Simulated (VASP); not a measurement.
Crystal: RbVF3.

```
CELL_PARAMETERS angstrom
4.18200 0.00000 0.00000
0.00000 4.18200 0.00000
0.00000 0.00000 4.18200
ATOMIC_POSITIONS crystal
Rb 0.00000 0.00000 0.00000
V 0.50000 0.50000 0.50000
F 0.50000 0.50000 0.00000
F 0.00000 0.50000 0.50000
F 0.50000 0.00000 0.50000
```

Base run:

* Program: VASP 6.6.1
* Functional: LDA
* Potentials or basis: VASP PAW LDA potentials, release 64 (Rb_sv, V_sv, F)
* Cutoff: 520 eV
* k mesh: 5 × 5 × 5
* Occupations: gaussian, width 0.05 eV
* Spin: collinear spin, ferromagnetic start
* Starting moments: [0.0, 3.0, 0.0, 0.0, 0.0] μB
* Hubbard terms: V d U = 4.0 eV

Its results: pressure -3.2 GPa; site moments Rb +0.00; V +2.72; F +0.01 μB.

The run is repeated on the same cell with these changes: moments at the start from [0.0, 3.0, 0.0, 0.0, 0.0] to [0.0, 0.75, 0.0, 0.0, 0.0]; fixed moment from none to 0.75 μB. What comes out?

Pressure -7.2 GPa; site moments Rb -0.00; V +0.70; F +0.00 μB.

Caveats: the cell stands under tension; the total moment is fixed, so each spin has its own Fermi level and the state may be an excited one (at least some runs).
